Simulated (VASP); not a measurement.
Cd3TeSe2:

```
Cd Te Se
1.0
    -3.19078    3.19078    4.53310
     3.19078   -3.19078    4.53310
     3.19078    3.19078   -4.53310
Cd Te Se
3 1 2
Direct
  0.72910 0.72910 0.00000
  0.27090 0.27090 0.00000
  0.00000 0.00000 0.00000
  0.50000 0.50000 0.00000
  0.75000 0.25000 0.50000
  0.25000 0.75000 0.50000
```

The cell was generated, and may not be a known phase.

| Property | Result |
| --- | --- |
| Program | VASP 6.6.1 |
| Task | relaxation of cell and atoms |
| Functional | PBE |
| Potentials or basis | VASP PAW PBE potentials, release 64 (Cd, Te, Se) |
| Cutoff | 600 eV |
| k mesh | 4 × 4 × 4 |
| Occupations | gaussian, width 0.1 eV |
| Spin | no spin polarisation |

At the start: pressure 18.0 GPa; volume 30.77 Å³/atom.

Where does the relaxation end?

Over 53 steps the energy falls by 1574.5 meV/atom and the volume is 31.78 Å³/atom (+3.3 %); space group I4/mmm (No. 139, to 0.1 Å) before and after.

The path:
| step | energy change (eV) | largest force (eV/Å) | pressure (GPa) | volume (Å³) |
| --- | --- | --- | --- | --- |
| 1 | 0.0000 | 12.1881 | 18.04 | 184.61 |
| 3 | -6.0916 | 0.5733 | -5.15 | 264.28 |
| 5 | -6.9840 | 1.4463 | -4.05 | 224.68 |
| 7 | -6.9713 | 1.6028 | -3.69 | 221.99 |
| 9 | -7.9980 | 0.8920 | -3.23 | 200.31 |
| 11 | -8.5890 | 0.3815 | 0.96 | 173.38 |
| 13 | -8.5974 | 0.4033 | 0.45 | 175.08 |
| 15 | -8.6445 | 0.1682 | -0.81 | 181.47 |
| 17 | -8.6635 | 0.0060 | 0.04 | 178.12 |
| 19 | -8.6697 | 0.0586 | 0.26 | 178.17 |
| 21 | -8.6704 | 0.0840 | 0.36 | 178.18 |
| 23 | -8.6747 | 0.1342 | 0.03 | 180.69 |
| 25 | -8.6753 | 0.1649 | -0.15 | 182.17 |
| 27 | -8.6873 | 0.1880 | -0.23 | 184.25 |
| 29 | -8.8030 | 0.3597 | -0.55 | 193.39 |
| 31 | -7.7698 | 1.2984 | -8.65 | 226.30 |
| 33 | -9.1953 | 0.0169 | -2.59 | 208.57 |
| 35 | -9.1966 | 0.0273 | -2.64 | 208.80 |
| 37 | -9.1978 | 0.0770 | -2.91 | 209.82 |
| 39 | -9.1997 | 0.0571 | -2.81 | 209.39 |
| 41 | -9.2124 | 0.0543 | -2.74 | 208.87 |
| 43 | -9.2600 | 0.0415 | -2.52 | 206.81 |
| 45 | -9.3990 | 0.0381 | -1.46 | 198.64 |
| 47 | -9.4426 | 0.1444 | -0.24 | 191.51 |
| 49 | -9.4447 | 0.1239 | -0.08 | 190.82 |
| 51 | -9.4467 | 0.0589 | 0.14 | 190.02 |
| 53 | -9.4472 | 0.0195 | -0.02 | 190.66 |

Final structure:
```
CELL_PARAMETERS angstrom
-2.50662 2.50662 7.58612
2.50662 -2.50662 7.58612
2.50662 2.50662 -7.58612
ATOMIC_POSITIONS crystal
Cd 0.68414 0.68414 0.00000
Cd 0.31586 0.31586 0.00000
Cd 0.00000 0.00000 0.00000
Te 0.50000 0.50000 0.00000
Se 0.75000 0.25000 0.50000
Se 0.25000 0.75000 0.50000
```

Caveat: a cell axis changed by over 15 % at a fixed basis, so the end point is rough.
